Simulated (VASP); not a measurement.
Here is a VASP 6.6.1 calculation.

POSCAR

```
LiH
1.0
    0.0000000000      2.0230247895      1.9965451169
    2.0230247895      0.0000000000      1.9965451169
    2.0230247895      2.0230247895      0.0000000000
Li H
1 1
Direct
    0.0000000000      0.0000000000      0.0000000000
    0.5000000000      0.5000000000      0.5000000000
```

The input INCAR.step1:

```
PREC = Accurate
ENCUT = 500
EDIFF = 1E-8
ISMEAR = 0
SIGMA = 0.01
LREAL = F
LASPH = T
NELM = 100
ALGO = Normal
LWAVE = T
LCHARG = F
GGA = PE
```

Contents of INCAR.step2:

```
PREC = Accurate
ENCUT = 500
EDIFF = 1E-8
ISMEAR = 0
SIGMA = 0.01
LREAL = F
LASPH = T
NELM = 1
ALGO = Exact
LWAVE = T
LCHARG = F
GGA = PE
NBANDS = 69
LOPTICS = T
ISTART = 1
```

Contents of INCAR.step3:

```
PREC = Accurate
ENCUT = 500
EDIFF = 1E-8
ISMEAR = 0
SIGMA = 0.01
LREAL = F
LASPH = T
ALGO = EVGW0
LWAVE = F
LCHARG = F
GGA = PE
NELMGW = 1
NBANDS = 69
ENCUTGW = 150.0
NOMEGA = 96
PRECFOCK = Fast
ISTART = 1
NBANDSGW = 9
OMEGAMAX = 20
```

The input KPOINTS:

```
Automatic mesh
0
Gamma
  6 6 6
```

Potentials or basis: VASP PAW PBE potentials, release 64 (Li_GW, H_GW).

The run is started by

```bash
$ cat potpaw_PBE.64/Li_GW/POTCAR potpaw_PBE.64/H_GW/POTCAR > POTCAR
$ cp INCAR.step1 INCAR
$ mpirun -np 1 vasp_std > vasp.out
$ cp INCAR.step2 INCAR
$ mpirun -np 1 vasp_std > vasp.out
$ cp INCAR.step3 INCAR
$ mpirun -np 1 vasp_std > vasp.out
```

(1) Predict the quasiparticle gap.

(2) Predict the least direct quasiparticle gap.

(3) What does it give for the band gap of the starting levels on the mesh?

(4) What does it give for the least direct gap of the starting levels on the mesh?

## Answers

(1) 4.81 eV.

(2) 4.91 eV.

(3) 2.87 eV.

(4) 2.97 eV.

Caveat: the k points lie up to 0.45 Å⁻¹ apart; bands, screening cutoff and mesh are small and nothing is extrapolated, so the quasiparticle values aren't converged.
